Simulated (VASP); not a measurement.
# Sc (P6_3/mmc) in VASP: further runs

Runs on Sc. Level: PBE. Tasks: electric field gradients.

Everything below comes from runs of VASP 6.6.1. Logs are shortened: lines on timing, memory, paths and dates and some standing lists are left out, and cuts for length are marked.

## (1) The cell of the first run

Symmetry: P6_3/mmc, No. 194, hexagonal system. Conventional cell: a = 3.253 Å, b = 3.253 Å, c = 5.179 Å, α = 90.00°, β = 90.00°, γ = 120.00°. Sc (site symmetry -6m2) has 12 Sc at 3.20 to 3.25 Å within 4.2 Å.

## (2) Electric field gradients, PBE (volume scaled by 0.95)

Contents of INCAR:

```
PREC = Accurate ; ENCUT = 520
EDIFF = 1E-8 ; ISMEAR = -1
SIGMA = 0.03 ; LREAL = F
LASPH = T ; NELM = 80
ALGO = Normal ; ISIF = 2
LWAVE = F ; LCHARG = F
GGA = PE ; LEFG = T
NBANDS = 18
```

Contents of KPOINTS:

```
regular mesh
0
Gamma
  13 13 7
```

Contents of POSCAR:

```
Sc
1.0
    3.2527057408      0.0000000000      0.0000000000
   -1.6263528704      2.8169258025      0.0000000000
    0.0000000000      0.0000000000      5.1786946119
Sc
2
Direct
    0.3333333333      0.6666666667      0.2500000000
    0.6666666667      0.3333333333      0.7500000000
```

Potentials or basis: VASP PAW PBE potentials, release 64 (Sc_sv).

Command:

```sh
$ cat potpaw_PBE.64/Sc_sv/POTCAR > POTCAR
$ mpirun -np 1 vasp_std > vasp.out
```

OUTCAR:

```text
PREC = Accurate
   ENCUT = 520
   EDIFF = 1E-8
   ISMEAR = -1
   LREAL = F
   LASPH = T
   NELM = 80
   ISIF = 2
   GGA = PE

 ion  position               nearest neighbor table
   1  0.333  0.667  0.250-   2 3.20   2 3.20   2 3.20   2 3.20   2 3.20   2 3.20
   2  0.667  0.333  0.750-   1 3.20   1 3.20   1 3.20   1 3.20   1 3.20   1 3.20

  LATTYP: Found a hexagonal cell.
 ALAT       =     3.2527057408
 C/A-ratio  =     1.5921190002

  Lattice vectors:

 A1 = (   3.2527057408,   0.0000000000,   0.0000000000)
 A2 = (  -1.6263528704,   2.8169258025,   0.0000000000)
 A3 = (   0.0000000000,   0.0000000000,   5.1786946119)

Analysis of symmetry for initial positions (statically):
=====================================================================
 Subroutine PRICEL returns:
 Original cell was already a primitive cell.

 Routine SETGRP: Setting up the symmetry group for a
 hexagonal supercell.

 Subroutine GETGRP returns: Found 24 space group operations
 (whereof 12 operations were pure point group operations)
 out of a pool of 24 trial point group operations.

The static configuration has the point symmetry D_3d.
 The point group associated with its full space group is D_6h.

Analysis of symmetry for dynamics (positions and initial velocities):
=====================================================================
 Subroutine PRICEL returns:
 Original cell was already a primitive cell.

 Routine SETGRP: Setting up the symmetry group for a
 hexagonal supercell.

 Subroutine GETGRP returns: Found 24 space group operations
 (whereof 12 operations were pure point group operations)
 out of a pool of 24 trial point group operations.

The dynamic configuration has the point symmetry D_3d.
 The point group associated with its full space group is D_6h.

 Subroutine INISYM returns: Found 24 space group operations
 (whereof 12 operations are pure point group operations),
 and found     1 'primitive' translations

----------------------------------------------------------------------------------------

                                     Primitive cell

  volume of cell :      47.4505

  direct lattice vectors                    reciprocal lattice vectors
     3.252705741  0.000000000  0.000000000     0.307436356  0.177498463  0.000000000
    -1.626352870  2.816925803  0.000000000     0.000000000  0.354996926  0.000000000
     0.000000000  0.000000000  5.178694612     0.000000000  0.000000000  0.193098855

  length of vectors
     3.252705741  3.252705741  5.178694612     0.354996926  0.354996926  0.193098855

  position of ions in fractional coordinates (direct lattice)
     0.333333333  0.666666667  0.250000000
     0.666666667  0.333333333  0.750000000

  ion indices of the primitive-cell ions
   primitive index   ion index
                 1           1
                 2           2

----------------------------------------------------------------------------------------

 KPOINTS: regular mesh

Automatic generation of k-mesh.
 Grid dimensions read from file:
 generate k-points for:   13   13    7

 Generating k-lattice:

  Cartesian coordinates                     Fractional coordinates (reciprocal lattice)
     0.023648950  0.013653728  0.000000000     0.076923077  0.000000000  0.000000000
     0.000000000  0.027307456  0.000000000     0.000000000  0.076923077  0.000000000
     0.000000000  0.000000000  0.027585551     0.000000000  0.000000000  0.142857143

  Length of vectors
     0.027307456  0.027307456  0.027585551

  Shift w.r.t. Gamma in fractional coordinates (k-lattice)
     0.000000000  0.000000000  0.000000000

 Subroutine IBZKPT returns following result:
 ===========================================

 Found     84 irreducible k-points:

 Following reciprocal coordinates:
            Coordinates               Weight
  0.000000  0.000000  0.000000      1.000000
  0.076923  0.000000  0.000000      6.000000
  0.153846  0.000000  0.000000      6.000000
  0.230769  0.000000  0.000000      6.000000
  0.307692  0.000000  0.000000      6.000000
  0.384615  0.000000  0.000000      6.000000
[... 16 lines left out ...]
  0.076923  0.000000  0.142857     12.000000
  0.153846  0.000000  0.142857     12.000000
 [... further k-points ...]
   k-points           NKPTS =     84   k-points in BZ     NKDIM =     84   number of bands    NBANDS=     18
   number of dos      NEDOS =    301   number of ions     NIONS =      2
   total plane-waves  NPLWV =  23040
   dimension x,y,z NGX =    24 NGY =   24 NGZ =   40
   dimension x,y,z NGXF=    48 NGYF=   48 NGZF=   80
   ions per type =               2
   NGX,Y,Z   is equivalent  to a cutoff of  12.27, 12.27, 12.84 a.u.
   NGXF,Y,Z  is equivalent  to a cutoff of  24.53, 24.53, 25.68 a.u.
 SYSTEM =  unknown system
   PREC   = accura    normal or accurate (medium, high low for compatibility)
   ISTART =      0    job   : 0-new  1-cont  2-samecut
   ICHARG =      2    charge: 1-file 2-atom 10-const
   ISPIN  =      1    spin polarized calculation?
   LNONCOLLINEAR =      F non collinear calculations
   LSORBIT =      F    spin-orbit coupling
   LASPH  =      T    aspherical Exc in radial PAW
   ENCUT  =  520.0 eV  38.22 Ry    6.18 a.u.   6.05  6.05  9.63*2*pi/ulx,y,z
   NELM   =     80;   NELMIN=  2; NELMDL= -5     # of ELM steps
   EDIFF  = 0.1E-07   stopping-criterion for ELM
   LREAL  =      F    real-space projection
   EDIFFG = 0.1E-06   stopping-criterion for IOM
   NSW    =      0    number of steps for IOM
   IBRION =     -1    ionic relax: 0-MD 1-quasi-New 2-CG
   NFREE  =      0    steps in history (QN), initial steepest desc. (CG)
   ISIF   =      2    stress and relaxation
   ISYM   =      2    0-nonsym 1-usesym 2-fastsym
   POTIM  = 0.5000    time-step for ionic-motion
   TEBEG  =    0.0;   TEEND  =   0.0 temperature during run
   PSTRESS=    0.0 pullay stress
   NELECT =      22.0000    total number of electrons
   NUPDOWN=      -1.0000    fix difference up-down
   EMIN   =  10.00;   EMAX   =-10.00  energy-range for DOS
   EFERMI =   0.00;   METHOD = LEGACY
   ISMEAR =    -1;   SIGMA  =   0.03  broadening in eV -4-tet -1-fermi 0-gaus
   EFERMI_NEDOS =   21; number of points for ismear=-14 and -15
   IALGO  =     38    algorithm
   IMIX   =      4    mixing-type and parameters
     AMIX     =   0.40;   BMIX     =  1.00
     AMIX_MAG =   1.60;   BMIX_MAG =  1.00
  volume/ion in A,a.u.               =      23.73       160.11
  Fermi-wavevector in a.u.,A,eV,Ry     =   1.267075  2.394424 21.843859  1.605478
  Thomas-Fermi vector in A             =   2.400242
   LORBIT       =      0    0 simple, 1 ext, 2 COOP (PROOUT), +10 PAW based schemes
   GGA     = PE    functional components
   LHFCALC =     F    Hartree Fock is set to
   AEXX    =    0.0000 exact exchange contribution
   IVDW    =     0    specifies the selected vdW correction
   LEPSILON=     F    determine dielectric tensor
   LRPA    =     F    only Hartree local field effects (RPA)
 non-spin polarized calculation
  energy-cutoff  :      520.00
  volume of cell :       47.45
 maximum number of plane-waves:      1296
   NGX = 13   NGY = 13   NGZ = 19

 number of electron      21.9999996 magnetization

 Free energy of the ion-electron system (eV)
  ---------------------------------------------------
  ext. energy  EPLUGINS =         0.00000000
  ---------------------------------------------------
  free energy    TOTEN  =       -12.48532205 eV

  energy without entropy =      -12.47212044  energy(sigma->0) =      -12.47872125

 E-fermi :   3.9169     XC(G=0): -10.0321

 val. band max:        3.9162977819   @ k =   0.3846   0.0769   0.2857
 cond. band min:       3.9190743076   @ k =   0.3077   0.0769   0.0000
 fundamental gap:      0.0027765257
 Fermi energy:         3.9168855474

 k-point     1 :       0.0000    0.0000    0.0000
  band No.  band energies     occupation
      1     -45.4139      2.00000
      2     -45.3371      2.00000
      3     -24.2627      2.00000
      4     -23.8783      2.00000
      5     -23.8783      2.00000
      6     -23.8115      2.00000
[... 10 lines left out ...]
     17       6.3926      0.00000
     18       6.3926      0.00000

 k-point     2 :       0.0769    0.0000    0.0000
  band No.  band energies     occupation
      1     -45.4105      2.00000
      2     -45.3357      2.00000
      3     -24.2540      2.00000
      4     -23.8964      2.00000
      5     -23.8843      2.00000
      6     -23.8304      2.00000
[... 10 lines left out ...]
     17       6.2768      0.00000
     18       6.3085      0.00000
[... 442 lines left out ...]
 k-point    24 :       0.1538    0.0000    0.1429
  band No.  band energies     occupation
      1     -45.3977      2.00000
      2     -45.3355      2.00000
      3     -24.2113      2.00000
      4     -23.9409      2.00000
      5     -23.8966      2.00000
      6     -23.8959      2.00000
[... 10 lines left out ...]
     17       6.4398      0.00000
     18       6.4701      0.00000

 [... further k-points ...]
[... 5 lines left out ...]
  --------------------------------------------------------------------------------------
  -------------------------------------------------------------------------------------
  Total        0.8709729      0.8709729      0.2953976      0.0000000     -0.0000000      0.0000000
  in kB       29.4086272     29.4086272      9.9741759      0.0000000     -0.0000000      0.0000000
  external PRESSURE =      22.9304767 kB  Pullay stress =       0.0000000 kB

 VOLUME and BASIS-vectors are now :
 -----------------------------------------------------------------------------
  energy-cutoff  :      520.00
  volume of cell :       47.45
      direct lattice vectors                 reciprocal lattice vectors
     3.252705741  0.000000000  0.000000000     0.307436356  0.177498463  0.000000000
    -1.626352870  2.816925803  0.000000000     0.000000000  0.354996926  0.000000000
     0.000000000  0.000000000  5.178694612     0.000000000  0.000000000  0.193098855

 POSITION                                       TOTAL-FORCE (eV/Angst)
 -----------------------------------------------------------------------------------
     -0.00000      1.87795      1.29467        -0.000000      0.000000      0.000000
      1.62635      0.93898      3.88402         0.000000     -0.000000      0.000000
 -----------------------------------------------------------------------------------
    total drift:                               -0.000000      0.000000     -0.000000

  FREE ENERGIE OF THE ION-ELECTRON SYSTEM (eV)
  ---------------------------------------------------
  free  energy   TOTEN  =       -12.4853220549 eV

  energy  without entropy=      -12.4721204407  energy(sigma->0) =      -12.47872125

 Electric field gradients (V/A^2)
---------------------------------------------------------------------
 ion       V_xx      V_yy      V_zz      V_xy      V_xz      V_yz
---------------------------------------------------------------------
   1      -5.424    -5.424    10.848    -0.000     0.000    -0.000
   2      -5.424    -5.424    10.848    -0.000    -0.000     0.000
---------------------------------------------------------------------

 Electric field gradients after diagonalization (V/A^2)
 (convention: |V_zz| > |V_xx| > |V_yy|)
----------------------------------------------------------------------
 ion       V_xx      V_yy      V_zz     asymmetry (V_yy - V_xx)/ V_zz
----------------------------------------------------------------------
   1      -5.424    -5.424    10.848       0.000
   2      -5.424    -5.424    10.848       0.000
----------------------------------------------------------------------

           NMR quadrupolar parameters

 Cq : quadrupolar parameter    Cq=e*Q*V_zz/h
 eta: asymmetry parameters     (V_yy - V_xx)/ V_zz
 Q  : nuclear electric quadrupole moment in mb (millibarn)
----------------------------------------------------------------------
 ion       Cq(MHz)       eta       Q (mb)
----------------------------------------------------------------------
   1       0.026       0.000       1.000
   2       0.026       0.000       1.000
----------------------------------------------------------------------
```

It took 45 s on 1 thread of Intel Xeon 6975P-C, shared host; peak memory 0.2 GiB.

Results:

- Free energy: -12.4853 eV
- Pressure: 2.3 GPa
- Band gap on the k mesh: zero (band 11 reaches 4.67 eV, above the bottom of band 12 at 3.38 eV)

Stress tensor (GPa, compression positive):
```
2.94 0.00 0.00
0.00 2.94 0.00
0.00 0.00 1.00
```

Electric field gradients, principal values (V/Å²):
| atom | least | middle | greatest (by size) |
| --- | --- | --- | --- |
| 1 Sc | -5.424 | -5.424 | 10.848 |
| 2 Sc | -5.424 | -5.424 | 10.848 |

Caveat: without QUAD_EFG the Cq values of the log hold for a quadrupole moment of 1 mb, not for the nuclei.

(Part 1 of 2 ends here.)
